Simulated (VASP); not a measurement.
# Si16Ge (a cell with a defect) in VASP: relaxation of the atoms with PBEsol

Aim: the relaxation of the atoms of Si16Ge (a cell with a defect) with PBEsol.

Program: VASP 6.6.1. These are calculated values, not measurements. Logs are shortened: lines on timing, memory, paths and dates and some standing lists are left out, and cuts for length are marked.

## (1) The cell of the first run

The cell holds a defect, 17 atoms: a = 7.679 Å, b = 7.679 Å, c = 7.679 Å, α = 60.00°, β = 60.00°, γ = 60.00°.

## (2) Relaxation of the atoms, PBEsol

Contents of INCAR:

```
ALGO = Normal
EDIFF = 1E-7
EDIFFG = -0.03
ENCUT = 520
GGA = PS
IBRION = 2
ISIF = 2
ISMEAR = 0
LASPH = True
LCHARG = False
LREAL = Auto
LWAVE = False
NELM = 100
NSW = 80
PREC = Accurate
SIGMA = 0.05
```

Contents of KPOINTS:

```
k-points
0
Gamma
  2 2 2
```

Contents of POSCAR:

```
Si16Ge
1.0
    0.0000000000      5.4300000000      5.4300000000
    5.4300000000      0.0000000000      5.4300000000
    5.4300000000      5.4300000000      0.0000000000
Si Ge
16 1
Direct
    0.0000000000      0.0000000000      0.0000000000
    0.1250000000      0.1250000000      0.1250000000
    0.0000000000      0.0000000000      0.5000000000
    0.1250000000      0.1250000000      0.6250000000
    0.0000000000      0.5000000000      0.0000000000
    0.1250000000      0.6250000000      0.1250000000
    0.0000000000      0.5000000000      0.5000000000
    0.1250000000      0.6250000000      0.6250000000
    0.5000000000      0.0000000000      0.0000000000
    0.6250000000      0.1250000000      0.1250000000
    0.5000000000      0.0000000000      0.5000000000
    0.6250000000      0.1250000000      0.6250000000
    0.5000000000      0.5000000000      0.0000000000
    0.6250000000      0.6250000000      0.1250000000
    0.5000000000      0.5000000000      0.5000000000
    0.6250000000      0.6250000000      0.6250000000
    0.8891755000      0.3705447000      0.8654182000
```

Potentials or basis: VASP PAW PBE potentials, release 64 (Si, Ge_d).

On the command line:

```sh
> cat potpaw_PBE.64/Si/POTCAR potpaw_PBE.64/Ge_d/POTCAR > POTCAR
> mpirun -np 1 vasp_std > vasp.out
```

OUTCAR:

```text
EDIFF = 1E-7
   EDIFFG = -0.03
   ENCUT = 520
   GGA = PS
   IBRION = 2
   ISIF = 2
   ISMEAR = 0
   LASPH = True
   LREAL = Auto
   NELM = 100
   NSW = 80
   PREC = Accurate

 ion  position               nearest neighbor table
   1  0.000  0.000  0.000-  17 2.33   4 2.35   6 2.35  10 2.35   2 2.35
   2  0.125  0.125  0.125-   1 2.35   3 2.35   5 2.35   9 2.35  17 2.69
   3  0.000  0.000  0.500-   2 2.35   4 2.35   8 2.35  12 2.35
   4  0.125  0.125  0.625-   1 2.35   3 2.35   7 2.35  11 2.35  17 2.64
   5  0.000  0.500  0.000-   2 2.35   6 2.35   8 2.35  14 2.35  17 2.35
   6  0.125  0.625  0.125-   1 2.35   5 2.35   7 2.35  13 2.35
   7  0.000  0.500  0.500-  17 2.29   6 2.35   8 2.35  16 2.35   4 2.35
   8  0.125  0.625  0.625-   3 2.35   5 2.35   7 2.35  15 2.35  17 2.66
   9  0.500  0.000  0.000-   2 2.35  10 2.35  12 2.35  14 2.35
  10  0.625  0.125  0.125-   1 2.35   9 2.35  11 2.35  13 2.35  17 2.77
  11  0.500  0.000  0.500-   4 2.35  10 2.35  12 2.35  16 2.35
  12  0.625  0.125  0.625-   3 2.35   9 2.35  11 2.35  15 2.35
  13  0.500  0.500  0.000-   6 2.35  10 2.35  14 2.35  16 2.35  17 2.44
  14  0.625  0.625  0.125-   5 2.35   9 2.35  13 2.35  15 2.35  17 2.79
  15  0.500  0.500  0.500-   8 2.35  12 2.35  14 2.35  16 2.35
  16  0.625  0.625  0.625-   7 2.35  11 2.35  13 2.35  15 2.35  17 2.74
  17  0.889  0.371  0.865-   7 2.29   1 2.33   5 2.35  13 2.44   4 2.64   8 2.66   2 2.69  16 2.74
                            10 2.77  14 2.79

  LATTYP: Found a face centered cubic cell.
 ALAT       =    10.8600000000

  Lattice vectors:

 A1 = (   0.0000000000,   5.4300000000,   5.4300000000)
 A2 = (   5.4300000000,   0.0000000000,   5.4300000000)
 A3 = (   5.4300000000,   5.4300000000,   0.0000000000)

Analysis of symmetry for initial positions (statically):
=====================================================================
 Subroutine PRICEL returns:
 Original cell was already a primitive cell.

 Routine SETGRP: Setting up the symmetry group for a
 face centered cubic supercell.

 Subroutine GETGRP returns: Found  1 space group operations
 (whereof  1 operations were pure point group operations)
 out of a pool of 48 trial point group operations.

The static configuration has the point symmetry C_1 .

Analysis of symmetry for dynamics (positions and initial velocities):
=====================================================================
 Subroutine PRICEL returns:
 Original cell was already a primitive cell.

 Routine SETGRP: Setting up the symmetry group for a
 face centered cubic supercell.

 Subroutine GETGRP returns: Found  1 space group operations
 (whereof  1 operations were pure point group operations)
 out of a pool of 48 trial point group operations.

The dynamic configuration has the point symmetry C_1 .

 Subroutine INISYM returns: Found  1 space group operations
 (whereof  1 operations are pure point group operations),
 and found     1 'primitive' translations

----------------------------------------------------------------------------------------

                                     Primitive cell

  volume of cell :     320.2060

  direct lattice vectors                    reciprocal lattice vectors
     0.000000000  5.430000000  5.430000000    -0.092081031  0.092081031  0.092081031
     5.430000000  0.000000000  5.430000000     0.092081031 -0.092081031  0.092081031
     5.430000000  5.430000000  0.000000000     0.092081031  0.092081031 -0.092081031

  length of vectors
     7.679179644  7.679179644  7.679179644     0.159489025  0.159489025  0.159489025

  position of ions in fractional coordinates (direct lattice)
     0.000000000  0.000000000  0.000000000
     0.125000000  0.125000000  0.125000000
     0.000000000  0.000000000  0.500000000
     0.125000000  0.125000000  0.625000000
     0.000000000  0.500000000  0.000000000
     0.125000000  0.625000000  0.125000000
[... 9 lines left out ...]
     0.625000000  0.625000000  0.625000000
     0.889175500  0.370544700  0.865418200

  ion indices of the primitive-cell ions
   primitive index   ion index
                 1           1
                 2           2
                 3           3
                 4           4
                 5           5
                 6           6
[... 9 lines left out ...]
                16          16
                17          17

----------------------------------------------------------------------------------------

 KPOINTS: k-points

Automatic generation of k-mesh.
 Grid dimensions read from file:
 generate k-points for:    2    2    2

 Generating k-lattice:

  Cartesian coordinates                     Fractional coordinates (reciprocal lattice)
    -0.046040516  0.046040516  0.046040516     0.500000000  0.000000000  0.000000000
     0.046040516 -0.046040516  0.046040516     0.000000000  0.500000000  0.000000000
     0.046040516  0.046040516 -0.046040516     0.000000000  0.000000000  0.500000000

  Length of vectors
     0.079744512  0.079744512  0.079744512

  Shift w.r.t. Gamma in fractional coordinates (k-lattice)
     0.000000000  0.000000000  0.000000000

 Subroutine IBZKPT returns following result:
 ===========================================

 Found      8 irreducible k-points:

 Following reciprocal coordinates:
            Coordinates               Weight
  0.000000  0.000000  0.000000      1.000000
  0.500000  0.000000  0.000000      1.000000
  0.000000  0.500000  0.000000      1.000000
  0.000000  0.000000  0.500000      1.000000
  0.500000  0.500000  0.500000      1.000000
  0.500000  0.500000  0.000000      1.000000
  0.000000  0.500000  0.500000      1.000000
  0.500000  0.000000  0.500000      1.000000
   k-points           NKPTS =      8   k-points in BZ     NKDIM =      8   number of bands    NBANDS=     48
   number of dos      NEDOS =    301   number of ions     NIONS =     17
   total plane-waves  NPLWV = 216000
   dimension x,y,z NGX =    60 NGY =   60 NGZ =   60
   dimension x,y,z NGXF=   120 NGYF=  120 NGZF=  120
   ions per type =              16   1
   NGX,Y,Z   is equivalent  to a cutoff of  12.99, 12.99, 12.99 a.u.
   NGXF,Y,Z  is equivalent  to a cutoff of  25.98, 25.98, 25.98 a.u.
 SYSTEM =  unknown system
   PREC   = accura    normal or accurate (medium, high low for compatibility)
   ISTART =      0    job   : 0-new  1-cont  2-samecut
   ICHARG =      2    charge: 1-file 2-atom 10-const
   ISPIN  =      1    spin polarized calculation?
   LNONCOLLINEAR =      F non collinear calculations
   LSORBIT =      F    spin-orbit coupling
   LASPH  =      T    aspherical Exc in radial PAW
   ENCUT  =  520.0 eV  38.22 Ry    6.18 a.u.  14.28 14.28 14.28*2*pi/ulx,y,z
   NELM   =    100;   NELMIN=  2; NELMDL= -5     # of ELM steps
   EDIFF  = 0.1E-06   stopping-criterion for ELM
   LREAL  =      T    real-space projection
   EDIFFG = -.3E-01   stopping-criterion for IOM
   NSW    =     80    number of steps for IOM
   IBRION =      2    ionic relax: 0-MD 1-quasi-New 2-CG
   NFREE  =      1    steps in history (QN), initial steepest desc. (CG)
   ISIF   =      2    stress and relaxation
   ISYM   =      2    0-nonsym 1-usesym 2-fastsym
   POTIM  = 0.5000    time-step for ionic-motion
   TEBEG  =    0.0;   TEEND  =   0.0 temperature during run
   PSTRESS=    0.0 pullay stress
   NELECT =      78.0000    total number of electrons
   NUPDOWN=      -1.0000    fix difference up-down
   EMIN   =  10.00;   EMAX   =-10.00  energy-range for DOS
   EFERMI =   0.00;   METHOD = LEGACY
   ISMEAR =     0;   SIGMA  =   0.05  broadening in eV -4-tet -1-fermi 0-gaus
   EFERMI_NEDOS =   21; number of points for ismear=-14 and -15
   IALGO  =     38    algorithm
   IMIX   =      4    mixing-type and parameters
     AMIX     =   0.40;   BMIX     =  1.00
     AMIX_MAG =   1.60;   BMIX_MAG =  1.00
  volume/ion in A,a.u.               =      18.84       127.11
  Fermi-wavevector in a.u.,A,eV,Ry     =   1.022421  1.932096 14.222785  1.045345
  Thomas-Fermi vector in A             =   2.156100
   LORBIT       =      0    0 simple, 1 ext, 2 COOP (PROOUT), +10 PAW based schemes
   GGA     = PS    functional components
   LHFCALC =     F    Hartree Fock is set to
   AEXX    =    0.0000 exact exchange contribution
   IVDW    =     0    specifies the selected vdW correction
   LEPSILON=     F    determine dielectric tensor
   LRPA    =     F    only Hartree local field effects (RPA)
 conjugate gradient relaxation of ions
 non-spin polarized calculation
 Gauss-broadening in eV      SIGMA  =   0.05
  energy-cutoff  :      520.00
  volume of cell :      320.21
 maximum number of plane-waves:      8646
 NGX is ok and might be reduce to    60
   NGX = 29   NGY = 29   NGZ = 29

--------------------------------------- Ionic step        1  -------------------------------------------

 number of electron      78.0000004 magnetization

 Free energy of the ion-electron system (eV)
  ---------------------------------------------------
  ext. energy  EPLUGINS =         0.00000000
  ---------------------------------------------------
  free energy    TOTEN  =       -92.42656322 eV

  energy without entropy =      -92.41690864  energy(sigma->0) =      -92.42173593

------------------------ aborting loop because EDIFF is reached ----------------------------------------

  FORCE on cell =-STRESS in cart. coord.  units (eV):
  Direction    XX          YY          ZZ          XY          YZ          ZX
  --------------------------------------------------------------------------------------
  -------------------------------------------------------------------------------------
  Total       11.5526899     11.5183369     11.5324186      0.8243529     -1.2063142      0.3478248
  in kB       57.8048413     57.6329535     57.7034121      4.1247181     -6.0358930      1.7403703
  external PRESSURE =      57.7137356 kB  Pullay stress =       0.0000000 kB
[... 134 lines left out ...]
  FREE ENERGIE OF THE ION-ELECTRON SYSTEM (eV)
  ---------------------------------------------------
  free  energy   TOTEN  =       -92.7720122334 eV

  energy  without entropy=      -92.7627455348  energy(sigma->0) =      -92.76737888

[... ionic steps 4 to 7 ...]

--------------------------------------- Ionic step        8  -------------------------------------------

 number of electron      78.0000001 magnetization

------------------------ aborting loop because EDIFF is reached ----------------------------------------

  FORCE on cell =-STRESS in cart. coord.  units (eV):
  Direction    XX          YY          ZZ          XY          YZ          ZX
  --------------------------------------------------------------------------------------
  -------------------------------------------------------------------------------------
  Total        9.4241961      9.4469827      9.4373814      0.0197788     -0.0215747      0.0138205
  in kB       47.1547463     47.2687610     47.2207198      0.0989648     -0.1079510      0.0691519
  external PRESSURE =      47.2147424 kB  Pullay stress =       0.0000000 kB
[... 87 lines left out ...]
  energy  without entropy=      -92.7783586741  energy(sigma->0) =      -92.78247333

--------------------------------------- Ionic step       10  -------------------------------------------

 number of electron      78.0000000 magnetization

 Free energy of the ion-electron system (eV)
  ---------------------------------------------------
  ext. energy  EPLUGINS =         0.00000000
  ---------------------------------------------------
  free energy    TOTEN  =       -92.78679176 eV

  energy without entropy =      -92.77854481  energy(sigma->0) =      -92.78266829

 E-fermi :   6.7948     XC(G=0):  -9.8840

 val. band max:        6.5640651308   @ k =   0.0000   0.0000   0.0000
 cond. band min:       6.7967757946   @ k =   0.0000   0.0000   0.0000
 fundamental gap:      0.2327106639
 Fermi energy:         6.7947560265

 k-point     1 :       0.0000    0.0000    0.0000
  band No.  band energies     occupation
      1     -18.2747      2.00000
      2     -18.2743      2.00000
      3     -18.2740      2.00000
      4     -18.2604      2.00000
      5     -18.2603      2.00000
      6      -6.6138      2.00000
[... 441 lines left out ...]
  FREE ENERGIE OF THE ION-ELECTRON SYSTEM (eV)
  ---------------------------------------------------
  free  energy   TOTEN  =       -92.7867917626 eV

  energy  without entropy=      -92.7785448074  energy(sigma->0) =      -92.78266829

 reached required accuracy - stopping structural energy minimisation
```

Run time: 22 min. Hardware: 1 thread of Oxide Virtual Turin-like, shared host; peak memory 0.53 GiB.

Results:

```yaml
Free_energy: -92.7868 eV
Energy_gained_by_relaxing: 21.2 meV/atom
Ionic_steps: 10
Pressure_after_relaxing: 4.7 GPa
Largest_force_after_relaxing: 0.025 eV/Å
Band_gap_on_the_k_mesh: zero (bands 39 and 40 overlap by 0.31 eV)
```

Forces on the atoms (eV/Å):
```
Si  -0.003  0.001  0.002
Si  -0.003  0.001  0.003
Si   0.002 -0.008 -0.004
Si  -0.001  0.002  0.003
Si   0.002  0.005  0.006
Si   0.015 -0.016 -0.013
Si   0.005  0.010 -0.007
Si  -0.003  0.003  0.001
Si  -0.007  0.004  0.005
Si   0.005 -0.007  0.008
Si  -0.006  0.005  0.008
Si   0.001  0.002 -0.001
Si  -0.003  0.002  0.002
Si  -0.010 -0.006 -0.005
Si  -0.008  0.003  0.006
Si   0.005  0.009 -0.006
Ge   0.010 -0.010 -0.009
```

The path:
| step | energy change (eV) | largest force (eV/Å) | pressure (GPa) |
| --- | --- | --- | --- |
| 1 | 0.0000 | 1.9651 | 5.77 |
| 2 | -0.3451 | 0.3248 | 4.77 |
| 3 | -0.3454 | 0.3352 | 4.75 |
| 4 | -0.3568 | 0.1479 | 4.72 |
| 5 | -0.3568 | 0.1346 | 4.72 |
| 6 | -0.3591 | 0.0754 | 4.72 |
| 7 | -0.3594 | 0.0456 | 4.72 |
| 8 | -0.3598 | 0.0313 | 4.72 |
| 9 | -0.3600 | 0.0462 | 4.72 |
| 10 | -0.3602 | 0.0254 | 4.72 |

Final structure:
```
Si Ge
1.0
     0.00000    5.43000    5.43000
     5.43000    0.00000    5.43000
     5.43000    5.43000    0.00000
Si Ge
16 1
Direct
  0.00451 0.98780 0.00372
  0.12947 0.12035 0.12947
  0.99748 0.00085 0.50079
  0.12959 0.12060 0.62019
  0.00430 0.50357 0.00342
  0.12806 0.62400 0.12299
  0.00477 0.50419 0.48676
  0.12953 0.62957 0.62006
  0.50082 0.00061 0.99791
  0.62161 0.11993 0.12923
  0.50089 0.00071 0.50064
  0.62477 0.12509 0.62512
  0.49142 0.50286 0.00266
  0.62150 0.62916 0.12915
  0.50086 0.49783 0.50060
  0.62169 0.62935 0.61963
  0.87791 0.37406 0.87308
```

Levels at points of the mesh, in eV from the Fermi level:
| k point | band 36 | band 37 | band 38 | band 39 | band 40 | band 41 | band 42 | band 43 |
| --- | --- | --- | --- | --- | --- | --- | --- | --- |
| (0.00, 0.00, 0.00) | -0.73 | -0.72 | -0.72 | -0.25 | -0.24 | -0.23 | 0.00 | 0.00 |
| (0.50, 0.00, 0.00) | -1.44 | -1.38 | -1.38 | -0.31 | 0.52 | 0.52 | 0.87 | 0.88 |
| (0.00, 0.50, 0.00) | -1.44 | -1.39 | -1.38 | -0.31 | 0.52 | 0.54 | 0.86 | 0.87 |
| (0.00, 0.00, 0.50) | -1.44 | -1.39 | -1.38 | -0.31 | 0.53 | 0.54 | 0.86 | 0.86 |
| (0.50, 0.50, 0.50) | -1.44 | -1.39 | -1.38 | -0.31 | 0.52 | 0.53 | 0.86 | 0.87 |
| (0.50, 0.50, 0.00) | -1.99 | -1.82 | -1.26 | 0.07 | 0.81 | 1.06 | 1.07 | 1.07 |
| (0.00, 0.50, 0.50) | -1.99 | -1.82 | -1.26 | 0.07 | 0.81 | 1.06 | 1.07 | 1.07 |
| (0.50, 0.00, 0.50) | -1.99 | -1.82 | -1.26 | 0.07 | 0.81 | 1.06 | 1.07 | 1.07 |

Caveat: the k points lie up to 0.50 Å⁻¹ apart; the PAW data sets were made with another functional, which shifts forces and pressure a little.
